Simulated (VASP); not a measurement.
# AlN (rocksalt type) (Fm-3m) in VASP: notebook

Runs on AlN (rocksalt type). Level: PBE. Tasks: relaxation of cell and atoms.

All numbers are computed with VASP 6.6.1; they aren't measurements. Logs are shortened: lines on timing, memory, paths and dates and some standing lists are left out, and cuts for length are marked.

### 1 The cell of the first run

The structure is cubic, space group Fm-3m (No. 225). The conventional cell has a = 3.471 Å, b = 3.471 Å, c = 3.471 Å, α = 90.00°, β = 90.00°, γ = 90.00°. Al (site symmetry m-3m) has 6 N at 1.74 Å within 2.3 Å. Within 2.3 Å of N (site symmetry m-3m) lie 6 Al at 1.74 Å.

### 2 Relaxation of cell and atoms, PBE, target pressure 300 GPa, at which the enthalpy is minimised

INCAR reads:

```
ALGO     = Normal         # electronic algorithm
EDIFF    = 1E-6           # SCF threshold, eV
EDIFFG   = -0.005         # ionic threshold
ENCUT    = 600            # plane-wave cutoff, eV
GGA      = PE             # functional
IBRION   = 2              # ionic algorithm
ISIF     = 3              # what is computed and relaxed
ISMEAR   = -1             # smearing method
LASPH    = T              # aspherical terms in the spheres
LCHARG   = F              # write CHGCAR
LREAL    = F              # projectors in reciprocal space
LWAVE    = F              # write WAVECAR
NELM     = 60             # most SCF steps
NSW      = 60             # ionic steps
PREC     = Accurate       # precision mode
PSTRESS  = 3000.0       
SIGMA    = 0.1            # smearing width, eV
```

KPOINTS reads:

```
k-points
0
Gamma
  18 18 18
```

POSCAR reads:

```
AlN
1.0
    0.0000000000      1.7354859776      1.7354859776
    1.7354859776      0.0000000000      1.7354859776
    1.7354859776      1.7354859776      0.0000000000
Al N
1 1
Direct
    0.0000000000      0.0000000000      0.0000000000
    0.5000000000      0.5000000000      0.5000000000
```

Potentials or basis: VASP PAW PBE potentials, release 64 (Al, N).

Started as:

```
cat potpaw_PBE.64/Al/POTCAR potpaw_PBE.64/N/POTCAR > POTCAR
mpirun -np 1 vasp_std > vasp.out
```

OUTCAR:

```text
EDIFF = 1E-6
   EDIFFG = -0.005
   ENCUT = 600
   GGA = PE
   IBRION = 2
   ISIF = 3
   ISMEAR = -1
   LASPH = T
   LREAL = F
   NELM = 60
   NSW = 60
   PREC = Accurate
   PSTRESS = 3000.0

 ion  position               nearest neighbor table
   1  0.000  0.000  0.000-   2 1.74   2 1.74   2 1.74   2 1.74   2 1.74   2 1.74
   2  0.500  0.500  0.500-   1 1.74   1 1.74   1 1.74   1 1.74   1 1.74   1 1.74

  LATTYP: Found a face centered cubic cell.
 ALAT       =     3.4709719552

  Lattice vectors:

 A1 = (   0.0000000000,   1.7354859776,   1.7354859776)
 A2 = (   1.7354859776,   0.0000000000,   1.7354859776)
 A3 = (   1.7354859776,   1.7354859776,   0.0000000000)

Analysis of symmetry for initial positions (statically):
=====================================================================
 Subroutine PRICEL returns:
 Original cell was already a primitive cell.

 Routine SETGRP: Setting up the symmetry group for a
 face centered cubic supercell.

 Subroutine GETGRP returns: Found 48 space group operations
 (whereof 48 operations were pure point group operations)
 out of a pool of 48 trial point group operations.

The static configuration has the point symmetry O_h .

Analysis of symmetry for dynamics (positions and initial velocities):
=====================================================================
 Subroutine PRICEL returns:
 Original cell was already a primitive cell.

 Routine SETGRP: Setting up the symmetry group for a
 face centered cubic supercell.

 Subroutine GETGRP returns: Found 48 space group operations
 (whereof 48 operations were pure point group operations)
 out of a pool of 48 trial point group operations.

The dynamic configuration has the point symmetry O_h .

 Subroutine INISYM returns: Found 48 space group operations
 (whereof 48 operations are pure point group operations),
 and found     1 'primitive' translations

----------------------------------------------------------------------------------------

                                     Primitive cell

  volume of cell :      10.4543

  direct lattice vectors                    reciprocal lattice vectors
     0.000000000  1.735485978  1.735485978    -0.288103740  0.288103740  0.288103740
     1.735485978  0.000000000  1.735485978     0.288103740 -0.288103740  0.288103740
     1.735485978  1.735485978  0.000000000     0.288103740  0.288103740 -0.288103740

  length of vectors
[... 87 lines left out ...]
   NFREE  =      1    steps in history (QN), initial steepest desc. (CG)
   ISIF   =      3    stress and relaxation
   ISYM   =      2    0-nonsym 1-usesym 2-fastsym
   POTIM  = 0.5000    time-step for ionic-motion
   TEBEG  =    0.0;   TEEND  =   0.0 temperature during run
   PSTRESS= 3000.0 pullay stress
   NELECT =       8.0000    total number of electrons
   NUPDOWN=      -1.0000    fix difference up-down
   EMIN   =  10.00;   EMAX   =-10.00  energy-range for DOS
   EFERMI =   0.00;   METHOD = LEGACY
   ISMEAR =    -1;   SIGMA  =   0.10  broadening in eV -4-tet -1-fermi 0-gaus
   EFERMI_NEDOS =   21; number of points for ismear=-14 and -15
   IALGO  =     38    algorithm
   IMIX   =      4    mixing-type and parameters
     AMIX     =   0.40;   BMIX     =  1.00
     AMIX_MAG =   1.60;   BMIX_MAG =  1.00
  volume/ion in A,a.u.               =       5.23        35.27
  Fermi-wavevector in a.u.,A,eV,Ry     =   1.497409  2.829692 30.507434  2.242233
  Thomas-Fermi vector in A             =   2.609300
   LORBIT       =      0    0 simple, 1 ext, 2 COOP (PROOUT), +10 PAW based schemes
   GGA     = PE    functional components
   LHFCALC =     F    Hartree Fock is set to
   AEXX    =    0.0000 exact exchange contribution
   IVDW    =     0    specifies the selected vdW correction
   LEPSILON=     F    determine dielectric tensor
   LRPA    =     F    only Hartree local field effects (RPA)
 conjugate gradient relaxation of ions
 non-spin polarized calculation
  energy-cutoff  :      600.00
  volume of cell :       10.45
 maximum number of plane-waves:       361
   NGX =  9   NGY =  9   NGZ =  9

--------------------------------------- Ionic step        1  -------------------------------------------

 number of electron       8.0000002 magnetization

 Free energy of the ion-electron system (eV)
  ---------------------------------------------------
  ext. energy  EPLUGINS =         0.00000000
  ---------------------------------------------------
  free energy    TOTEN  =       -10.41599533 eV

  energy without entropy =      -10.41599533  energy(sigma->0) =      -10.41599533

------------------------ aborting loop because EDIFF is reached ----------------------------------------

  FORCE on cell =-STRESS in cart. coord.  units (eV):
  Direction    XX          YY          ZZ          XY          YZ          ZX
  --------------------------------------------------------------------------------------
  -------------------------------------------------------------------------------------
  Total       19.9716961     19.9716961     19.9716961     -0.0000000     -0.0000000      0.0000000
  in kB     3060.7806563   3060.7806563   3060.7806563     -0.0000000     -0.0000000      0.0000000
  external PRESSURE =      60.7806563 kB  Pullay stress =    3000.0000000 kB
[... 63 lines left out ...]
--------------------------------------- Ionic step        3  -------------------------------------------

 number of electron       8.0000002 magnetization

 Free energy of the ion-electron system (eV)
  ---------------------------------------------------
  ext. energy  EPLUGINS =         0.00000000
  ---------------------------------------------------
  free energy    TOTEN  =       -10.51533673 eV

  energy without entropy =      -10.51533673  energy(sigma->0) =      -10.51533673

 E-fermi :  18.9566     XC(G=0): -14.5882

 val. band max:       17.1321582746   @ k =   0.0000   0.0000   0.0000
 cond. band min:      21.1078719298   @ k =   0.5000   0.5000   0.0000
 fundamental gap:      3.9757136551
 Fermi energy:        18.9566347251

 k-point     1 :       0.0000    0.0000    0.0000
  band No.  band energies     occupation
      1      -5.2727      2.00000
      2      17.1322      2.00000
      3      17.1322      2.00000
      4      17.1322      2.00000
      5      30.5622      0.00000
      6      30.5622      0.00000
      7      30.5622      0.00000
      8      30.9958      0.00000
[... 243 lines left out ...]
 k-point    24 :      -0.2222    0.0556    0.0000
  band No.  band energies     occupation
      1      -3.4793      2.00000
      2      11.7785      2.00000
      3      15.4296      2.00000
      4      16.0599      2.00000
      5      27.6319      0.00000
      6      32.2432      0.00000
      7      32.4583      0.00000
      8      34.2735      0.00000

 [... further k-points ...]
[... 5 lines left out ...]
  --------------------------------------------------------------------------------------
  -------------------------------------------------------------------------------------
  Total       19.6703284     19.6703284     19.6703284      0.0000000      0.0000000     -0.0000000
  in kB     2999.5215980   2999.5215980   2999.5215980      0.0000000      0.0000000     -0.0000000
  external PRESSURE =      -0.4784020 kB  Pullay stress =    3000.0000000 kB
[... 21 lines left out ...]
  energy  without entropy=      -10.5153367328  energy(sigma->0) =      -10.51533673

  enthalpy is  TOTEN    =         9.1581289861 eV   P V=       19.6734657190

 reached required accuracy - stopping structural energy minimisation
```

OSZICAR:

```text
N       E                     dE             d eps       ncg     rms          rms(c)
DAV:   1     0.192121614283E+02    0.19212E+02   -0.52096E+03  3200   0.103E+03
[... 19 lines left out ...]
       N       E                     dE             d eps       ncg     rms          rms(c)
DAV:   1    -0.105231479033E+02    0.43898E+00   -0.24904E-01  3808   0.524E+00    0.682E-01
DAV:   2    -0.105158917545E+02    0.72561E-02   -0.23256E-02  3896   0.137E+00    0.250E-01
DAV:   3    -0.105153679897E+02    0.52376E-03   -0.25990E-03  4352   0.449E-01    0.665E-02
DAV:   4    -0.105153397756E+02    0.28214E-04   -0.25116E-05  3576   0.746E-02    0.288E-02
DAV:   5    -0.105153364861E+02    0.32895E-05   -0.40943E-06  3624   0.320E-02    0.126E-02
DAV:   6    -0.105153367329E+02   -0.24686E-06   -0.63910E-08  1616   0.314E-03
   3 F= 0.91581290E+01 E0= 0.91581290E+01  d E =-.975942E-03
```

CONTCAR:

```text
AlN
   1.00000000000000
    -0.0000000000000000    1.7383880782761163    1.7383880782761163
     1.7383880782761163   -0.0000000000000000    1.7383880782761163
     1.7383880782761163    1.7383880782761163   -0.0000000000000000
  Al              N
     1     1
Direct
     0.0000000000000000    0.0000000000000000    0.0000000000000000
     0.5000000000000000    0.5000000000000000    0.5000000000000000

  0.00000000E+00  0.00000000E+00  0.00000000E+00
  0.00000000E+00  0.00000000E+00  0.00000000E+00
```

Wall time 58 s (1 thread of Intel Xeon 8259CL, shared host); peak memory 0.14 GiB.

Results:

| Item | Value |
| --- | --- |
| Free energy | -10.5153 eV |
| Relaxed volume | 5.25 Å³/atom |
| Relaxed cell | a = 2.458 Å, b = 2.458 Å, c = 2.458 Å, α = 60.00°, β = 60.00°, γ = 60.00° |
| Space group after relaxing (to 0.1 Å) | Fm-3m (No. 225) |
| Energy change on relaxing (the run minimises the enthalpy) | -49.7 meV/atom |
| Ionic steps | 3 |
| Pressure after relaxing | 300.0 GPa |
| Band gap on the k mesh | 3.98 eV (least direct gap 8.12 eV) |

Step by step:
```tsv
step	energy change (eV)	largest force (eV/Å)	pressure (GPa)	volume (Å³)
1	0.0000	0.0000	306.08	10.45
2	-0.5461	0.0000	272.32	10.76
3	-0.0993	0.0000	299.95	10.51
```

Final structure:
```
CELL_PARAMETERS angstrom
0.00000 1.73839 1.73839
1.73839 0.00000 1.73839
1.73839 1.73839 0.00000
ATOMIC_POSITIONS crystal
Al 0.00000 0.00000 0.00000
N 0.50000 0.50000 0.50000
```

Caveat: the cell is relaxed towards a set pressure, so the run minimises the enthalpy, not the energy.

### 3 Relaxation of cell and atoms, PBE, target pressure 300 GPa, at which the enthalpy is minimised

INCAR reads:

```
SYSTEM = AlN
PREC = Accurate
ENCUT = 600
EDIFF = 1E-7
ISMEAR = -1
SIGMA = 0.1
LREAL = .False.
LASPH = .True.
NELM = 100
ALGO = Normal
ISIF = 3
LWAVE = .False.
LCHARG = .False.
GGA = PE
IBRION = 2
NSW = 32
EDIFFG = -0.005
PSTRESS = 3000.0
```

KPOINTS reads:

```
Automatic mesh
0
Gamma
  18 18 18
  0 0 0
```

POSCAR reads:

```
AlN
1.0
    0.0000000000      1.7365551630      1.7365551630
    1.7365551630      0.0000000000      1.7365551630
    1.7365551630      1.7365551630      0.0000000000
Al N
1 1
Direct
    0.0000000000      0.0000000000      0.0000000000
    0.5000000000      0.5000000000      0.5000000000
```

Potentials or basis: VASP PAW PBE potentials, release 64 (Al, N).

Started as:

```
cat potpaw_PBE.64/Al/POTCAR potpaw_PBE.64/N/POTCAR > POTCAR
mpirun -np 1 vasp_std > vasp.out
```

Wall time 68 s (1 thread of Intel Xeon 8259CL, shared host); peak memory 0.14 GiB.

It converged, with:

```
Free energy                                                : -10.5146 eV
Relaxed volume                                             : 5.25 Å³/atom
Relaxed cell                                               : a = 2.458 Å, b = 2.458 Å, c = 2.458 Å, α = 60.00°, β = 60.00°, γ = 60.00°
Space group after relaxing (to 0.1 Å)                      : Fm-3m (No. 225)
Energy change on relaxing (the run minimises the enthalpy) : -30.9 meV/atom
Ionic steps                                                : 3
Pressure after relaxing                                    : 300.0 GPa
Band gap on the k mesh                                     : 3.98 eV (least direct gap 8.12 eV)
```

Step by step:
```
step  energy change (eV)  largest force (eV/Å)  pressure (GPa)  volume (Å³)
   1              0.0000                0.0000          303.81        10.47
   2             -0.3469                0.0000          282.38        10.66
   3             -0.0618                0.0000          299.99        10.51
```

Final structure:
```yaml
crystal:
  lattice:
    - [0.00000, 1.73837, 1.73837]
    - [1.73837, 0.00000, 1.73837]
    - [1.73837, 1.73837, 0.00000]
  atoms:
    - { symbol: Al, position: [0.00000, 0.00000, 0.00000] }
    - { symbol: N, position: [0.50000, 0.50000, 0.50000] }
```

Levels at points of the mesh, in eV from the valence-band top:
```
           k point  band 1  band 2  band 3  band 4  band 5  band 6  band 7  band 8
(0.00, 0.00, 0.00)  -22.41    0.00    0.00    0.00   13.43   13.43   13.43   13.86
(0.50, 0.00, 0.00)  -17.03  -11.82   -2.25   -2.25    9.30   15.16   15.16   19.34
(0.50, 0.50, 0.00)  -15.39  -10.92   -4.15   -4.15    3.98    9.98   20.49   25.70
```

Caveat: the cell is relaxed towards a set pressure, so the run minimises the enthalpy, not the energy. A k mesh can miss the band edges.
